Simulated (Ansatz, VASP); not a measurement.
Two plane-wave programs on WS

```
W S
1.0
     3.12362    0.00000    0.00000
     0.00000    3.12362    0.00000
     0.00000    0.00000    3.12362
W S
1 1
Direct
  0.00000 0.00000 0.00000
  0.50000 0.50000 0.50000
```

Alike in both runs: task single point; functional r2SCAN; k mesh 14 × 14 × 14; occupations gaussian, width 0.1 eV; collinear spin; Hubbard terms W d U = 6.2 eV.

|  | VASP | Ansatz |
| --- | --- | --- |
| version | VASP 6.6.1 | Ansatz 0.2.0 |
| potentials or method | VASP PAW PBE potentials, release 64 (W_sv, S), cutoff 520 eV | scalar-relativistic, plane waves, PAW |
| valence electrons in the cell | 20 | 20 |

|  | VASP | Ansatz | Ansatz less VASP |
| --- | --- | --- | --- |
| gap on the k mesh at the Fermi level (eV) | none | none | - |
| pressure (GPa) | -0.1 | 39.0 | +39.05 |
| net moment per atom (μB) | 0.92 | 1.96 | +1.032 |
| size of the moment on the site where the two differ most (μB) | 1.71 | 3.01 | +1.299 |

The net moments are unlike, so the other rows may belong to different states. VASP's potentials were made for PBE, not for r2SCAN. Site moments also hang on the region over which each program counts them. The programs project onto different local orbitals, so the same U acts differently, and such runs can settle in different states. A gap of «none» marks a metal or a gap that the smearing closes. Ansatz's warnings: filled band counts differ across k points, stability check not made.

Neither program's run includes spin-orbit coupling.
